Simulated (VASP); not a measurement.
A run of VASP 6.6.1 is set up as follows.

The input INCAR:

```
SYSTEM = MgS
PREC = Accurate
ENCUT = 600
EDIFF = 1E-6
ISMEAR = 0
SIGMA = 0.02
LREAL = .False.
LASPH = .True.
NELM = 120
ALGO = Normal
ISIF = 2
LWAVE = .False.
LCHARG = .True.
GGA = PE
LELF = .True.
LVHAR = .True.
NBANDS = 11
GGA_COMPAT = .False.
```

File KPOINTS:

```
Automatic mesh
0
Gamma
  8 8 8
  0 0 0
```

File POSCAR:

```
MgS
1.0
    0.0000000000      2.6147705026      2.6147705026
    2.6147705026      0.0000000000      2.6147705026
    2.6147705026      2.6147705026      0.0000000000
Mg S
1 1
Direct
    0.0000000000      0.0000000000      0.0000000000
    0.5000000000      0.5000000000      0.5000000000
```

Potentials or basis: VASP PAW PBE potentials, release 64 (Mg, S).

Launch:

```console
$ cat potpaw_PBE.64/Mg/POTCAR potpaw_PBE.64/S/POTCAR > POTCAR
$ mpirun -np 1 vasp_std > vasp.out
```

Problem. What does it give for the band gap on the k mesh?

Solution. 2.74 eV, indirect (least direct gap 3.59 eV).

Problem. What does it give for the pressure?

Solution. -0.3 GPa.

A k mesh can miss the band edges. A hybrid or GW would open this gap; PBE tends to underestimate it.
